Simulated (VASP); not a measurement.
# Nb (P6_3/mmc) in VASP: a series of runs, part 2 of 2

VASP 6.6.1. The steps go on from the part before.

## 3. Single point, PBEsol

This run uses another cell than the first one, of 18.03 Å³/atom, 1.087 times its volume.

File INCAR:

```
  PREC = Accurate
  ENCUT = 520
  EDIFF = 1E-6
  ISMEAR = -1
  SIGMA = 0.05
  LREAL = False
  LASPH = True
  NELM = 100
  ALGO = Normal
  ISIF = 2
  LWAVE = False
  LCHARG = False
  GGA = PS
  NBANDS = 20
```

File KPOINTS:

```
regular mesh
0
Gamma
  17 17 9
```

File POSCAR:

```
Nb
1.0
    2.8335562145      0.0000000000      0.0000000000
   -1.4167781073      2.4539316648      0.0000000000
    0.0000000000      0.0000000000      5.1847138995
Nb
2
Direct
    0.3333333333      0.6666666667      0.2500000000
    0.6666666667      0.3333333333      0.7500000000
```

Potentials or basis: VASP PAW PBE potentials, release 64 (Nb_sv).

The run is started by

```
$ cat potpaw_PBE.64/Nb_sv/POTCAR > POTCAR
$ mpirun -np 1 vasp_std > vasp.out
```

OUTCAR:

```text
PREC = Accurate
   ENCUT = 520
   EDIFF = 1E-6
   ISMEAR = -1
   LREAL = False
   LASPH = True
   NELM = 100
   ISIF = 2
   GGA = PS

 ion  position               nearest neighbor table
   1  0.333  0.667  0.250-
   2  0.667  0.333  0.750-

  LATTYP: Found a hexagonal cell.
 ALAT       =     2.8335562145
 C/A-ratio  =     1.8297550876

  Lattice vectors:

 A1 = (   2.8335562145,   0.0000000000,   0.0000000000)
 A2 = (  -1.4167781073,   2.4539316648,   0.0000000000)
 A3 = (   0.0000000000,   0.0000000000,   5.1847138995)

Analysis of symmetry for initial positions (statically):
=====================================================================
 Subroutine PRICEL returns:
 Original cell was already a primitive cell.

 Routine SETGRP: Setting up the symmetry group for a
 hexagonal supercell.

 Subroutine GETGRP returns: Found 24 space group operations
 (whereof 12 operations were pure point group operations)
 out of a pool of 24 trial point group operations.

The static configuration has the point symmetry D_3d.
 The point group associated with its full space group is D_6h.

Analysis of symmetry for dynamics (positions and initial velocities):
=====================================================================
 Subroutine PRICEL returns:
 Original cell was already a primitive cell.

 Routine SETGRP: Setting up the symmetry group for a
 hexagonal supercell.

 Subroutine GETGRP returns: Found 24 space group operations
 (whereof 12 operations were pure point group operations)
 out of a pool of 24 trial point group operations.

The dynamic configuration has the point symmetry D_3d.
[... 107 lines left out ...]
   ISYM   =      2    0-nonsym 1-usesym 2-fastsym
   POTIM  = 0.5000    time-step for ionic-motion
   TEBEG  =    0.0;   TEEND  =   0.0 temperature during run
   PSTRESS=    0.0 pullay stress
   NELECT =      26.0000    total number of electrons
   NUPDOWN=      -1.0000    fix difference up-down
   EMIN   =  10.00;   EMAX   =-10.00  energy-range for DOS
   EFERMI =   0.00;   METHOD = LEGACY
   ISMEAR =    -1;   SIGMA  =   0.05  broadening in eV -4-tet -1-fermi 0-gaus
   EFERMI_NEDOS =   21; number of points for ismear=-14 and -15
   IALGO  =     38    algorithm
   IMIX   =      4    mixing-type and parameters
     AMIX     =   0.40;   BMIX     =  1.00
     AMIX_MAG =   1.60;   BMIX_MAG =  1.00
  volume/ion in A,a.u.               =      18.03       121.64
  Fermi-wavevector in a.u.,A,eV,Ry     =   1.468113  2.774332 29.325409  2.155357
  Thomas-Fermi vector in A             =   2.583650
   LORBIT       =      0    0 simple, 1 ext, 2 COOP (PROOUT), +10 PAW based schemes
   GGA     = PS    functional components
   LHFCALC =     F    Hartree Fock is set to
   AEXX    =    0.0000 exact exchange contribution
   IVDW    =     0    specifies the selected vdW correction
   LEPSILON=     F    determine dielectric tensor
   LRPA    =     F    only Hartree local field effects (RPA)
 non-spin polarized calculation
  energy-cutoff  :      520.00
  volume of cell :       36.05
 maximum number of plane-waves:       988
 NGX is ok and might be reduce to    24
   NGX = 11   NGY = 11   NGZ = 19

 number of electron      25.9999999 magnetization

 Free energy of the ion-electron system (eV)
  ---------------------------------------------------
  ext. energy  EPLUGINS =         0.00000000
  ---------------------------------------------------
  free energy    TOTEN  =       -21.29443566 eV

  energy without entropy =      -21.27158158  energy(sigma->0) =      -21.28300862

 E-fermi :  11.3972     XC(G=0): -12.6088

 val. band max:       11.3891508813   @ k =   0.4118   0.1176   0.3333
 cond. band min:      11.4085732824   @ k =   0.2941   0.0588   0.2222
 fundamental gap:      0.0194224011
 Fermi energy:        11.3972144837

 k-point     1 :       0.0000    0.0000    0.0000
  band No.  band energies     occupation
      1     -43.2179      2.00000
      2     -43.0743      2.00000
      3     -19.7804      2.00000
      4     -18.7406      2.00000
      5     -18.4932      2.00000
      6     -18.4932      2.00000
[... 541 lines left out ...]
     19      15.7707      0.00000
     20      20.5167      0.00000

 [... further k-points ...]

------------------------ aborting loop because EDIFF is reached ----------------------------------------

  FORCE on cell =-STRESS in cart. coord.  units (eV):
  Direction    XX          YY          ZZ          XY          YZ          ZX
  --------------------------------------------------------------------------------------
  -------------------------------------------------------------------------------------
  Total       -0.0599288     -0.0599288     -0.0583373      0.0000000      0.0000000     -0.0000000
  in kB       -2.6633412     -2.6633412     -2.5926131      0.0000000      0.0000000     -0.0000000
  external PRESSURE =      -2.6397651 kB  Pullay stress =       0.0000000 kB

 VOLUME and BASIS-vectors are now :
 -----------------------------------------------------------------------------
  energy-cutoff  :      520.00
  volume of cell :       36.05
      direct lattice vectors                 reciprocal lattice vectors
     2.833556215  0.000000000  0.000000000     0.352913415  0.203754655  0.000000000
    -1.416778107  2.453931665  0.000000000     0.000000000  0.407509310  0.000000000
     0.000000000  0.000000000  5.184713900     0.000000000  0.000000000  0.192874673

 POSITION                                       TOTAL-FORCE (eV/Angst)
 -----------------------------------------------------------------------------------
     -0.00000      1.63595      1.29618        -0.000000      0.000000      0.000000
      1.41678      0.81798      3.88854         0.000000     -0.000000      0.000000
 -----------------------------------------------------------------------------------
    total drift:                                0.000000     -0.000000      0.000000

  FREE ENERGIE OF THE ION-ELECTRON SYSTEM (eV)
  ---------------------------------------------------
  free  energy   TOTEN  =       -21.2944356551 eV

  energy  without entropy=      -21.2715815848  energy(sigma->0) =      -21.28300862
```

It took 68 s on 1 thread of Intel Xeon Platinum 8488C (Sapphire Rapids), shared host; peak memory 0.22 GiB.

Results:

```
Free energy            : -21.2944 eV
Pressure               : -0.3 GPa
Band gap on the k mesh : zero (band 13 reaches 13.15 eV, above the bottom of band 14 at 10.62 eV)
```

Caveat: the PAW data sets were made with another functional, which shifts forces and pressure a little.

## 4. Single point, PBEsol

This run uses another cell than the first one, of 18.03 Å³/atom, 1.087 times its volume.

File INCAR:

```
SYSTEM = Nb
PREC = Accurate ; ENCUT = 520
EDIFF = 1E-7 ; ISMEAR = -1
SIGMA = 0.05 ; LREAL = .FALSE.
LASPH = .TRUE. ; NELM = 100
ALGO = Normal ; ISIF = 2
LWAVE = .FALSE. ; LCHARG = .FALSE.
GGA = PS ; NBANDS = 20
```

File KPOINTS:

```
regular mesh
0
G
  17 17 9
  0 0 0
```

POSCAR is that of step 3.

The run is started by

```
$ cat potpaw_PBE.64/Nb_sv/POTCAR > POTCAR
$ mpirun -np 1 vasp_std > vasp.out
```

Wall time 75 s (1 thread of Intel Xeon Platinum 8488C (Sapphire Rapids), shared host); peak memory 0.22 GiB.

It converged, with:

```
Free energy            : -21.2944 eV
Pressure               : -0.3 GPa
Band gap on the k mesh : zero (band 13 reaches 13.15 eV, above the bottom of band 14 at 10.62 eV)
```

Levels at points of the mesh, in eV from the Fermi level:
| k point | band 10 | band 11 | band 12 | band 13 | band 14 | band 15 | band 16 | band 17 |
| --- | --- | --- | --- | --- | --- | --- | --- | --- |
| (0.00, 0.00, 0.00) | -4.01 | -1.05 | 0.31 | 0.31 | 0.52 | 0.77 | 0.77 | 2.67 |

Caveat: the PAW data sets were made with another functional, which shifts forces and pressure a little.

## 5. Relaxation of shape and atoms at fixed volume, PBEsol

This run uses another cell than the first one, of 8.11 Å³/atom, 0.489 times its volume.

File INCAR:

```
PREC = Accurate ; ENCUT = 600
EDIFF = 1E-6 ; ISMEAR = -1
SIGMA = 0.05 ; LREAL = F
LASPH = T ; NELM = 80
ALGO = Normal ; ISIF = 4
LWAVE = F ; LCHARG = F
GGA = PS ; IBRION = 2
NSW = 50 ; EDIFFG = -0.005
```

File KPOINTS:

```
Automatic mesh
0
Gamma
  17 17 9
```

File POSCAR:

```
Nb
1.0
    2.1713808544      0.0000000000      0.0000000000
   -1.0856904272      1.8804709812      0.0000000000
    0.0000000000      0.0000000000      3.9730951654
Nb
2
Direct
    0.3333333333      0.6666666667      0.2500000000
    0.6666666667      0.3333333333      0.7500000000
```

The run is started by

```
$ cat potpaw_PBE.64/Nb_sv/POTCAR > POTCAR
$ mpirun -np 1 vasp_std > vasp.out
```

Run time: 2.4 min. Hardware: 1 thread of Intel Xeon Platinum 8488C (Sapphire Rapids), shared host; peak memory 0.17 GiB.

Results (log left out):

| Property | Result |
| --- | --- |
| Free energy | -2.1942 eV |
| Energy gained by relaxing | 167.6 meV/atom |
| Ionic steps | 6 |
| Pressure after relaxing | 579.6 GPa |
| Band gap on the k mesh | zero (band 13 reaches 29.24 eV, above the bottom of band 14 at 25.43 eV) |

Step by step:
```tsv
step	energy change (eV)	largest force (eV/Å)	pressure (GPa)	volume (Å³)
1	0.0000	0.0000	597.77	16.22
2	0.0483	0.0000	585.98	16.22
3	-0.3337	0.0000	578.00	16.22
4	-0.3349	0.0000	578.56	16.22
5	-0.3351	0.0000	579.00	16.22
6	-0.3351	0.0000	579.58	16.22
```

Final structure:
```
Nb
1.0
     2.25497    0.00000    0.00000
    -1.12749    1.95287    0.00000
     0.00000    0.00000    3.68398
Nb
2
Direct
  0.33333 0.66667 0.25000
  0.66667 0.33333 0.75000
```

Levels at points of the mesh, in eV from the Fermi level:
```csv
k point,band 11,band 12,band 13,band 14,band 15,band 16
"(0.00, 0.00, 0.00)",-2.48,-2.27,-2.27,-0.17,-0.17,1.92
```

Caveat: the PAW data sets were made with another functional, which shifts forces and pressure a little.

## 6. The runs side by side

| task | cell | cutoff (eV) | gap on the mesh (eV) | pressure (GPa) |
| --- | --- | --- | --- | --- |
| single point | a = 2.761, b = 2.761, c = 5.023 Å, angles 90.0, 90.0, 120.0°, 2 atoms | 520 | none | 16.5 |
| single point | a = 2.834, b = 2.834, c = 5.185 Å, angles 90.0, 90.0, 120.0°, 2 atoms | 520 | none | -0.3 |
| relaxation of shape and atoms at fixed volume | relaxed from a = 2.171, b = 2.171, c = 3.973 Å, angles 90.0, 90.0, 120.0°, 2 atoms | 600 | none | 579.6 |

Alike in all rows: level PBEsol; potentials or basis VASP PAW PBE potentials, release 64 (Nb_sv); no spin polarisation; k mesh 17 × 17 × 9; smearing fermi-dirac 0.05 eV.

Caveats: the PAW data sets were made with another functional, which shifts forces and pressure a little.

Absolute energies hang on the potentials; compare differences alone.
